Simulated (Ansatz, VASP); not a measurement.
SnSe2 in VASP and in Ansatz

```
Sn Se
1.0
     3.88800    0.00000    0.00000
    -1.94400    3.36711    0.00000
     0.00000    0.00000    7.30810
Sn Se
1 2
Direct
  0.00000 0.00000 0.00000
  0.33333 0.66667 0.26513
  0.66667 0.33333 0.73487
```

Alike in both runs: task single point; functional PBE; dispersion D3(BJ); k mesh 12 × 12 × 6; occupations gaussian, width 0.03 eV; no spin polarisation.

|  | VASP | Ansatz |
| --- | --- | --- |
| version | VASP 6.6.1 | Ansatz 0.2.0 |
| potentials or method | VASP PAW PBE potentials, release 64 (Sn_d, Se), cutoff 500 eV | scalar-relativistic, plane waves, PAW |
| valence electrons in the cell | 26 | 46 |

|  | VASP | Ansatz | Ansatz less VASP |
| --- | --- | --- | --- |
| gap on the k mesh at the Fermi level (eV) | none | none | - |
| pressure (GPa) | -8.1 | -8.1 | -0.01 |
| traceless stress, the component that is largest in VASP (GPa) | -6.53 | -6.55 | -0.014 |
| rms of the force components (eV/Å) | 0.913 | 0.915 | +0.0024 |

Atom by atom the forces differ by 0.002 eV/Å (rms over components). A gap of «none» marks a metal or a gap that the smearing closes. VASP's potentials hold 26 valence electrons a cell and Ansatz's 46, so a difference there can come from the potentials and not from the codes.
